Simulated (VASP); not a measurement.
# Al (P6/mmm) in VASP: further runs

Al is run at these levels: PBE; tasks: single point.

Everything below comes from runs of VASP 6.6.1. Logs are shortened: lines on timing, memory, paths and dates and some standing lists are left out, and cuts for length are marked.

### Step 1. The cell of the first run

Symmetry: P6/mmm, No. 191, hexagonal system. The conventional cell has a = 2.670 Å, b = 2.670 Å, c = 2.676 Å, α = 90.00°, β = 90.00°, γ = 120.00°. Al (site symmetry 6/mmm) has 8 Al at 2.67 to 2.68 Å within 3.5 Å.

### Step 2. Single point, PBE (volume scaled by 0.88)

Input file INCAR:

```
PREC = Accurate
ENCUT = 520
EDIFF = 1E-6
ISMEAR = -1
SIGMA = 0.08
LREAL = False
LASPH = True
NELM = 80
ALGO = Normal
ISIF = 2
LWAVE = False
LCHARG = False
GGA = PE
NBANDS = 8
```

Input file KPOINTS:

```
Automatic mesh
0
Gamma
  16 16 15
```

Input file POSCAR:

```
Al
1.0
    2.6702553400      0.0000000000      0.0000000000
   -1.3351276700      2.3125089590      0.0000000000
    0.0000000000      0.0000000000      2.6757506427
Al
1
Direct
    0.0000000000      0.0000000000      0.0000000000
```

Potentials or basis: VASP PAW PBE potentials, release 64 (Al).

On the command line:

```console
cat potpaw_PBE.64/Al/POTCAR > POTCAR
mpirun -np 1 vasp_std > vasp.out
```

OUTCAR:

```text
PREC = Accurate
   ENCUT = 520
   EDIFF = 1E-6
   ISMEAR = -1
   LREAL = False
   LASPH = True
   NELM = 80
   ISIF = 2
   GGA = PE

 ion  position               nearest neighbor table
   1  0.000  0.000  0.000-

  LATTYP: Found a hexagonal cell.
 ALAT       =     2.6702553400
 C/A-ratio  =     1.0020579690

  Lattice vectors:

 A1 = (   2.6702553400,   0.0000000000,   0.0000000000)
 A2 = (  -1.3351276700,   2.3125089590,   0.0000000000)
 A3 = (   0.0000000000,   0.0000000000,   2.6757506427)

Analysis of symmetry for initial positions (statically):
=====================================================================
 Subroutine PRICEL returns:
 Original cell was already a primitive cell.

 Routine SETGRP: Setting up the symmetry group for a
 hexagonal supercell.

 Subroutine GETGRP returns: Found 24 space group operations
 (whereof 24 operations were pure point group operations)
 out of a pool of 24 trial point group operations.

The static configuration has the point symmetry D_6h.

Analysis of symmetry for dynamics (positions and initial velocities):
=====================================================================
 Subroutine PRICEL returns:
 Original cell was already a primitive cell.

 Routine SETGRP: Setting up the symmetry group for a
 hexagonal supercell.

 Subroutine GETGRP returns: Found 24 space group operations
 (whereof 24 operations were pure point group operations)
 out of a pool of 24 trial point group operations.

The dynamic configuration has the point symmetry D_6h.

 Subroutine INISYM returns: Found 24 space group operations
 (whereof 24 operations are pure point group operations),
 and found     1 'primitive' translations

----------------------------------------------------------------------------------------

                                     Primitive cell

  volume of cell :      16.5227

  direct lattice vectors                    reciprocal lattice vectors
     2.670255340  0.000000000  0.000000000     0.374496021  0.216215379  0.000000000
    -1.335127670  2.312508959  0.000000000     0.000000000  0.432430757  0.000000000
     0.000000000  0.000000000  2.675750643     0.000000000  0.000000000  0.373726903

  length of vectors
     2.670255340  2.670255340  2.675750643     0.432430757  0.432430757  0.373726903

  position of ions in fractional coordinates (direct lattice)
     0.000000000  0.000000000  0.000000000

  ion indices of the primitive-cell ions
   primitive index   ion index
                 1           1

----------------------------------------------------------------------------------------

 KPOINTS: Automatic mesh

Automatic generation of k-mesh.
 Grid dimensions read from file:
 generate k-points for:   16   16   15

 Generating k-lattice:

  Cartesian coordinates                     Fractional coordinates (reciprocal lattice)
     0.023406001  0.013513461  0.000000000     0.062500000  0.000000000  0.000000000
     0.000000000  0.027026922  0.000000000     0.000000000  0.062500000  0.000000000
     0.000000000  0.000000000  0.024915127     0.000000000  0.000000000  0.066666667

  Length of vectors
     0.027026922  0.027026922  0.024915127

  Shift w.r.t. Gamma in fractional coordinates (k-lattice)
     0.000000000  0.000000000  0.000000000

 Subroutine IBZKPT returns following result:
 ===========================================

 Found    240 irreducible k-points:

 Following reciprocal coordinates:
            Coordinates               Weight
  0.000000  0.000000  0.000000      1.000000
  0.062500  0.000000  0.000000      6.000000
  0.125000  0.000000  0.000000      6.000000
  0.187500  0.000000  0.000000      6.000000
  0.250000  0.000000  0.000000      6.000000
  0.312500  0.000000  0.000000      6.000000
[... 16 lines left out ...]
  0.187500  0.187500  0.000000      6.000000
  0.250000  0.187500  0.000000     12.000000
 [... further k-points ...]
   k-points           NKPTS =    240   k-points in BZ     NKDIM =    240   number of bands    NBANDS=      8
   number of dos      NEDOS =    301   number of ions     NIONS =      1
   total plane-waves  NPLWV =   8000
   dimension x,y,z NGX =    20 NGY =   20 NGZ =   20
   dimension x,y,z NGXF=    40 NGYF=   40 NGZF=   40
   ions per type =               1
   NGX,Y,Z   is equivalent  to a cutoff of  12.45, 12.45, 12.43 a.u.
   NGXF,Y,Z  is equivalent  to a cutoff of  24.90, 24.90, 24.85 a.u.
 SYSTEM =  unknown system
   PREC   = accura    normal or accurate (medium, high low for compatibility)
   ISTART =      0    job   : 0-new  1-cont  2-samecut
   ICHARG =      2    charge: 1-file 2-atom 10-const
   ISPIN  =      1    spin polarized calculation?
   LNONCOLLINEAR =      F non collinear calculations
   LSORBIT =      F    spin-orbit coupling
   LASPH  =      T    aspherical Exc in radial PAW
   ENCUT  =  520.0 eV  38.22 Ry    6.18 a.u.   4.96  4.96  4.98*2*pi/ulx,y,z
   NELM   =     80;   NELMIN=  2; NELMDL= -5     # of ELM steps
   EDIFF  = 0.1E-05   stopping-criterion for ELM
   LREAL  =      F    real-space projection
   EDIFFG = 0.1E-04   stopping-criterion for IOM
   NSW    =      0    number of steps for IOM
   IBRION =     -1    ionic relax: 0-MD 1-quasi-New 2-CG
   NFREE  =      0    steps in history (QN), initial steepest desc. (CG)
   ISIF   =      2    stress and relaxation
   ISYM   =      2    0-nonsym 1-usesym 2-fastsym
   POTIM  = 0.5000    time-step for ionic-motion
   TEBEG  =    0.0;   TEEND  =   0.0 temperature during run
   PSTRESS=    0.0 pullay stress
   NELECT =       3.0000    total number of electrons
   NUPDOWN=      -1.0000    fix difference up-down
   EMIN   =  10.00;   EMAX   =-10.00  energy-range for DOS
   EFERMI =   0.00;   METHOD = LEGACY
   ISMEAR =    -1;   SIGMA  =   0.08  broadening in eV -4-tet -1-fermi 0-gaus
   EFERMI_NEDOS =   21; number of points for ismear=-14 and -15
   IALGO  =     38    algorithm
   IMIX   =      4    mixing-type and parameters
     AMIX     =   0.40;   BMIX     =  1.00
     AMIX_MAG =   1.60;   BMIX_MAG =  1.00
  volume/ion in A,a.u.               =      16.52       111.50
  Fermi-wavevector in a.u.,A,eV,Ry     =   0.927018  1.751809 11.692324  0.859362
  Thomas-Fermi vector in A             =   2.053042
   LORBIT       =      0    0 simple, 1 ext, 2 COOP (PROOUT), +10 PAW based schemes
   GGA     = PE    functional components
   LHFCALC =     F    Hartree Fock is set to
   AEXX    =    0.0000 exact exchange contribution
   IVDW    =     0    specifies the selected vdW correction
   LEPSILON=     F    determine dielectric tensor
   LRPA    =     F    only Hartree local field effects (RPA)
 non-spin polarized calculation
  energy-cutoff  :      520.00
  volume of cell :       16.52
 maximum number of plane-waves:       456
 NGX is ok and might be reduce to    20
   NGX =  9   NGY =  9   NGZ =  9

 number of electron       3.0000000 magnetization

 Free energy of the ion-electron system (eV)
  ---------------------------------------------------
  ext. energy  EPLUGINS =         0.00000000
  ---------------------------------------------------
  free energy    TOTEN  =        -3.46491864 eV

  energy without entropy =       -3.45537544  energy(sigma->0) =       -3.46014704

 E-fermi :   7.7317     XC(G=0): -10.1527

 val. band max:        7.7202791653   @ k =   0.2500   0.0625   0.3333
 cond. band min:       7.7435057916   @ k =   0.3125   0.2500   0.2667
 fundamental gap:      0.0232266263
 Fermi energy:         7.7317241525

 k-point     1 :       0.0000    0.0000    0.0000
  band No.  band energies     occupation
      1      -3.2134      2.00000
      2      15.4311      0.00000
      3      16.1816      0.00000
      4      21.3773      0.00000
      5      21.3773      0.00000
      6      22.2578      0.00000
      7      22.2578      0.00000
      8      25.3894      0.00000

 k-point     2 :       0.0625    0.0000    0.0000
  band No.  band energies     occupation
      1      -3.1054      2.00000
      2      15.3952      0.00000
      3      16.2718      0.00000
      4      19.6303      0.00000
      5      20.4114      0.00000
      6      22.5465      0.00000
      7      23.4048      0.00000
      8      26.7301      0.00000

 k-point     3 :       0.1250    0.0000    0.0000
  band No.  band energies     occupation
      1      -2.7819      2.00000
      2      15.0662      0.00000
      3      16.5427      0.00000
      4      17.4963      0.00000
      5      19.2854      0.00000
      6      22.1934      0.00000
      7      25.0721      0.00000
      8      29.0430      0.00000

 k-point     4 :       0.1875    0.0000    0.0000
  band No.  band energies     occupation
      1      -2.2447      2.00000
      2      13.6108      0.00000
      3      16.5054      0.00000
      4      16.9947      0.00000
      5      18.3187      0.00000
      6      21.8286      0.00000
      7      26.9339      0.00000
      8      30.7061      0.00000

 k-point     5 :       0.2500    0.0000    0.0000
  band No.  band energies     occupation
      1      -1.4963      2.00000
      2      11.4414      0.00000
      3      16.2814      0.00000
      4      17.5263      0.00000
      5      17.6284      0.00000
      6      21.7694      0.00000
      7      28.9610      0.00000
      8      28.9934      0.00000

 k-point     6 :       0.3125    0.0000    0.0000
  band No.  band energies     occupation
      1      -0.5407      2.00000
      2       9.2510      0.00000
      3      16.1361      0.00000
      4      16.9102      0.00000
      5      18.4442      0.00000
      6      22.1271      0.00000
      7      27.0558      0.00000
      8      30.4942      0.00000

 k-point     7 :       0.3750    0.0000    0.0000
  band No.  band energies     occupation
      1       0.6172      2.00000
      2       7.1834      1.99789
      3      15.9825      0.00000
      4      16.4705      0.00000
      5      19.4418      0.00000
      6      22.8851      0.00000
      7      25.2209      0.00000
      8      28.8529      0.00000

 k-point     8 :       0.4375   -0.0000    0.0000
  band No.  band energies     occupation
      1       1.9693      2.00000
      2       5.2790      2.00000
      3      15.8619      0.00000
      4      16.2069      0.00000
      5      20.6180      0.00000
      6      23.5301      0.00000
      7      23.9509      0.00000
      8      27.1740      0.00000

 k-point     9 :       0.5000    0.0000    0.0000
  band No.  band energies     occupation
      1       3.3320      2.00000
      2       3.7313      2.00000
      3      15.8166      0.00000
      4      16.1191      0.00000
      5      21.8226      0.00000
      6      22.1522      0.00000
      7      24.8648      0.00000
      8      26.0494      0.00000

 k-point    10 :       0.0625    0.0625    0.0000
  band No.  band energies     occupation
      1      -2.8896      2.00000
      2      15.2537      0.00000
      3      16.4524      0.00000
      4      17.9779      0.00000
      5      19.3798      0.00000
      6      23.1892      0.00000
      7      23.7673      0.00000
      8      28.7091      0.00000
[... 78 lines left out ...]
 k-point    18 :       0.1875    0.1250    0.0000
  band No.  band energies     occupation
      1      -1.1770      2.00000
      2      11.7306      0.00000
      3      13.2015      0.00000
      4      17.9006      0.00000
      5      18.9850      0.00000
      6      23.8796      0.00000
      7      26.5815      0.00000
      8      29.0813      0.00000

 k-point    19 :       0.2500    0.1250    0.0000
  band No.  band energies     occupation
      1      -0.2238      2.00000
      2       9.5414      0.00000
      3      12.6073      0.00000
      4      18.7174      0.00000
      5      19.4684      0.00000
      6      23.6807      0.00000
      7      27.2706      0.00000
      8      28.3884      0.00000

 k-point    20 :       0.3125    0.1250    0.0000
  band No.  band energies     occupation
      1       0.9311      2.00000
      2       7.4798      1.91774
      3      12.1692      0.00000
      4      19.7163      0.00000
      5      19.8802      0.00000
      6      23.8748      0.00000
      7      25.4745      0.00000
      8      28.9182      0.00000

 k-point    21 :       0.3750    0.1250    0.0000
  band No.  band energies     occupation
      1       2.2792      2.00000
      2       5.5817      2.00000
      3      11.9009      0.00000
      4      20.1052      0.00000
      5      20.8949      0.00000
      6      23.7946      0.00000
      7      24.5277      0.00000
      8      27.5743      0.00000

 k-point    22 :       0.4375    0.1250    0.0000
  band No.  band energies     occupation
      1       3.6308      2.00000
      2       4.0461      2.00000
      3      11.8107      0.00000
      4      20.1674      0.00000
      5      22.1341      0.00000
      6      22.3852      0.00000
      7      25.1560      0.00000
      8      26.6608      0.00000

 k-point    23 :       0.1875    0.1875    0.0000
  band No.  band energies     occupation
      1      -0.3294      2.00000
      2      10.8400      0.00000
      3      11.1499      0.00000
      4      18.6270      0.00000
      5      19.7738      0.00000
      6      25.2324      0.00000
      7      26.4525      0.00000
      8      28.0922      0.00000

 k-point    24 :       0.2500    0.1875    0.0000
  band No.  band energies     occupation
      1       0.7220      2.00000
      2       8.8436      0.00000
      3      10.4668      0.00000
      4      19.5360      0.00000
      5      20.6395      0.00000
      6      25.3129      0.00000
      7      26.6174      0.00000
      8      27.7395      0.00000

 [... further k-points ...]
[... 5 lines left out ...]
  --------------------------------------------------------------------------------------
  -------------------------------------------------------------------------------------
  Total        1.1166568      1.1166568      1.1163023      0.0000000      0.0000000      0.0000000
  in kB      108.2800456    108.2800456    108.2456782      0.0000000      0.0000000      0.0000000
  external PRESSURE =     108.2685898 kB  Pullay stress =       0.0000000 kB

 VOLUME and BASIS-vectors are now :
 -----------------------------------------------------------------------------
  energy-cutoff  :      520.00
  volume of cell :       16.52
      direct lattice vectors                 reciprocal lattice vectors
     2.670255340  0.000000000  0.000000000     0.374496021  0.216215379  0.000000000
    -1.335127670  2.312508959  0.000000000     0.000000000  0.432430757  0.000000000
     0.000000000  0.000000000  2.675750643     0.000000000  0.000000000  0.373726903

 POSITION                                       TOTAL-FORCE (eV/Angst)
 -----------------------------------------------------------------------------------
      0.00000      0.00000      0.00000         0.000000      0.000000      0.000000
 -----------------------------------------------------------------------------------
    total drift:                               -0.000000     -0.000000      0.000000

  FREE ENERGIE OF THE ION-ELECTRON SYSTEM (eV)
  ---------------------------------------------------
  free  energy   TOTEN  =        -3.4649186370 eV

  energy  without entropy=       -3.4553754445  energy(sigma->0) =       -3.46014704
```

Wall time 9.9 s (1 thread of Intel Xeon Platinum 8559C (Emerald Rapids), shared host); peak memory 0.13 GiB.

What came out:

```
Free energy : -3.4649 eV
Pressure    : 10.8 GPa
```

Levels at points of the mesh, in eV from the Fermi level:
```csv
k point,band 1,band 2,band 3,band 4
"(0.00, 0.00, 0.00)",-10.95,7.70,8.45,13.65
"(0.50, 0.00, 0.00)",-4.40,-4.00,8.08,8.39
```

Caveat: the cell differs from its parent crystal (volume scaled by 0.88).

### Step 3. Single point, PBE

This run uses another cell than the first one, of 18.78 Å³/atom, 1.136 times its volume.

Input file INCAR:

```
SYSTEM = Al
PREC = Accurate
ENCUT = 520
EDIFF = 1E-6
ISMEAR = -1
SIGMA = 0.08
LREAL = .FALSE.
LASPH = .TRUE.
NELM = 100
ALGO = Normal
ISIF = 2
LWAVE = .FALSE.
LCHARG = .FALSE.
GGA = PE
NBANDS = 8
```

Input file KPOINTS:

```
regular mesh
0
G
  16 16 15
  0 0 0
```

Input file POSCAR:

```
Al
1.0
    2.7806783604      0.0000000000      0.0000000000
   -1.3903391802      2.4081380999      0.0000000000
    0.0000000000      0.0000000000      2.8039291552
Al
1
Direct
    0.0000000000      0.0000000000      0.0000000000
```

Potentials or basis: VASP PAW PBE potentials, release 64 (Al).

On the command line:

```console
cat potpaw_PBE.64/Al/POTCAR > POTCAR
mpirun -np 1 vasp_std > vasp.out
```

It took 11 s on 1 thread of Intel Xeon 6975P-C (Granite Rapids), shared host; peak memory 0.15 GiB.

The run converged. Its results:

| Property | Result |
| --- | --- |
| Free energy | -3.5328 eV |
| Pressure | 0.0 GPa |

Levels at points of the mesh, in eV from the Fermi level:
| k point | band 1 | band 2 | band 3 | band 4 |
| --- | --- | --- | --- | --- |
| (0.00, 0.00, 0.00) | -10.13 | 7.34 | 7.47 | 12.95 |
| (0.50, 0.00, 0.00) | -3.93 | -3.85 | 7.62 | 7.75 |

### Step 4. Single point, PBE

This run uses another cell than the first one, of 18.78 Å³/atom, 1.136 times its volume.

Input file INCAR:

```
ALGO     = Normal         # electronic algorithm
EDIFF    = 1E-7           # SCF threshold, eV
ENCUT    = 520            # plane-wave cutoff, eV
GGA      = PE             # functional
ISIF     = 2              # what is computed and relaxed
ISMEAR   = -1             # smearing method
LASPH    = T              # aspherical terms in the spheres
LCHARG   = F              # write CHGCAR
LREAL    = F              # projectors in reciprocal space
LWAVE    = F              # write WAVECAR
NBANDS   = 8              # bands
NELM     = 60             # most SCF steps
PREC     = Accurate       # precision mode
SIGMA    = 0.08           # smearing width, eV
```

Input file KPOINTS:

```
k-points
0
Gamma
  16 16 15
```

POSCAR is that of step 3.

On the command line:

```console
cat potpaw_PBE.64/Al/POTCAR > POTCAR
mpirun -np 1 vasp_std > vasp.out
```

Wall time 12 s (1 thread of Intel Xeon 6975P-C (Granite Rapids), shared host); peak memory 0.15 GiB.

It converged, with:

```yaml
Free_energy: -3.5328 eV
Pressure: 0.0 GPa
```

Levels at points of the mesh, in eV from the Fermi level:
```
           k point  band 1  band 2  band 3  band 4
(0.00, 0.00, 0.00)  -10.13    7.34    7.47   12.95
(0.50, 0.00, 0.00)   -3.93   -3.85    7.62    7.75
```
